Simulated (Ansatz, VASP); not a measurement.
One calculation of C, two programs

INCAR

```
SYSTEM = C
PREC     = Accurate       ! precision mode
ENCUT    = 520            ! plane-wave cutoff, eV
EDIFF    = 1E-6           ! SCF threshold, eV
ISMEAR   = 0              ! smearing method
SIGMA    = 0.15           ! smearing width, eV
LREAL    = .False.        ! projectors in reciprocal space
LASPH    = .True.         ! aspherical terms in the spheres
NELM     = 60             ! most SCF steps
ALGO     = Normal         ! electronic algorithm
ISIF     = 2              ! what is computed and relaxed
LWAVE    = .False.        ! write WAVECAR
LCHARG   = .True.         ! write CHGCAR
GGA      = PS             ! functional
LELF     = .True.         ! ELF
LVHAR    = .True.       
NBANDS   = 16             ! bands
```

The input KPOINTS:

```
regular mesh
0
Gamma
  18 18 6
  0 0 0
```

File POSCAR:

```
C
1.0
    2.6308443279      0.0000000000      0.0000000000
   -1.3154221640      2.1293252536      0.0000000000
    0.0000000000      0.0000000000      7.2458067263
C
4
Direct
   -0.1154958935      0.0000000000      0.0025000000
    0.1154958935      0.0000000000      0.5025000000
    0.2178266890      0.6666666667      0.0025000000
    0.7821733110      0.3333333333      0.5025000000
```

Input for Ansatz:

```yaml
crystal:
  lattice:
    - [2.6308443279, 0.0, 0.0]
    - [-1.315422164, 2.1293252536, 0.0]
    - [0.0, 0.0, 7.2458067263]
  atoms:
    - { symbol: C, position: [-0.1154958935, 0.0, 0.0025] }
    - { symbol: C, position: [0.1154958935, 0.0, 0.5025] }
    - { symbol: C, position: [0.217826689, 0.6666666667, 0.0025] }
    - { symbol: C, position: [0.782173311, 0.3333333333, 0.5025] }
basis:
  ecutwfc: 520.0
kpoints:
  mp_grid: { grid: [18, 18, 6] }
hamiltonian:
  xc: pbesol
  pseudopotentials: { kind: paw, azcp: { folder: soft_1 } }
scf:
  occupations: { method: gaussian, width: 0.15 }
output:
  forces: true
  stress: true
  eigenvalues: true
```

Change from the starting cell: mode 4 frozen in at -0.284 Å, normal strain along x +0.0700.

Alike in both runs: task single point; functional PBEsol; k mesh 18 × 18 × 6; occupations gaussian, width 0.15 eV; no spin polarisation.

```csv
,VASP,Ansatz
version,VASP 6.6.1,Ansatz 0.2.0
potentials or method,"VASP PAW PBE potentials, release 64 (C), cutoff 520 eV","scalar-relativistic, plane waves, PAW"
valence electrons in the cell,16,16
```

```tsv
	VASP	Ansatz	Ansatz less VASP
gap on the k mesh at the Fermi level (eV)	0.36	0.36	0.000
least direct gap on the mesh (eV)	0.41	0.41	+0.001
pressure (GPa)	-21.1	-21.7	-0.55
traceless stress, the component that is largest in VASP (GPa)	-34.63	-34.83	-0.202
rms of the force components (eV/Å)	0.248	0.236	-0.0122
```

VASP's potentials were made for PBE, not for PBEsol, and Ansatz warns of the same on its side. Atom by atom the forces differ by 0.012 eV/Å (rms over components). The functional is the same, so the differences come from potentials, cutoffs and numerics.
